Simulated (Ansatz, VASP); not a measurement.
# Two plane-wave programs on BN

```
CELL_PARAMETERS angstrom
0.00000 1.85897 1.78138
1.85897 0.00000 1.78138
1.85897 1.85897 0.00000
ATOMIC_POSITIONS crystal
B 0.00000 0.00000 0.00000
N 0.25000 0.25000 0.25000
```

Change from the starting cell: epitaxial_xy strain +3.0%.

Alike in both runs: task single point; functional r2SCAN; k mesh 12 × 12 × 12; no spin polarisation.

|  | VASP | Ansatz |
| --- | --- | --- |
| version | VASP 6.6.1 | Ansatz 0.2.0 |
| potentials or method | VASP PAW PBE potentials, release 64 (B, N) | plane waves, PAW |
| plane-wave cutoff (eV) | 520 | 500 |
| occupations | gaussian, width 0.01 eV | fixed |
| valence electrons in the cell | 8 | 8 |

```csv
,VASP,Ansatz,Ansatz less VASP
gap on the k mesh at the Fermi level (eV),4.20,4.22,+0.019
pressure (GPa),-15.6,-16.6,-0.94
"traceless stress, the component that is largest in VASP (GPa)",16.51,16.56,+0.050
```

VASP's potentials were made for PBE, not for r2SCAN.
